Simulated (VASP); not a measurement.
Runs of VASP 6.6.1 on TiO. The structure is that of space group P6_3/mmc (No. 194), or close to it. The cells are those of the table. 

```csv
cell,gap on the mesh (eV),pressure (GPa)
"a = 2.855, b = 2.855, c = 5.593 Å, angles 90.0, 90.0, 120.0°, 4 atoms",none,(a)
"a = 2.883, b = 2.883, c = 5.644 Å, angles 90.0, 90.0, 120.0°, 4 atoms",none,-11.3
"a = 2.704, b = 2.704, c = 5.326 Å, angles 90.0, 90.0, 120.0°, 4 atoms",none,44.8
"a = 2.736, b = 2.736, c = 5.381 Å, angles 90.0, 90.0, 120.0°, 4 atoms",none,31.4
```

Alike in all rows: task single point; level r2SCAN; potentials or basis VASP PAW PBE potentials, release 64 (Ti_sv, O); no spin polarisation; k mesh 18 × 18 × 8; cutoff (eV) 520; smearing gaussian 0.1 eV.

Q: Fill in the values left out.

A: (a) -5.3.

Caveats: the PAW data sets were made with another functional, which shifts forces and pressure a little; semilocal functionals often make such compounds metallic where correlation or magnetic order opens a gap, which also shifts bond lengths; the cell stands under tension (at least some runs); the cell stands under pressure (at least some runs).

A gap of «none» marks levels without a gap at the run's occupations.
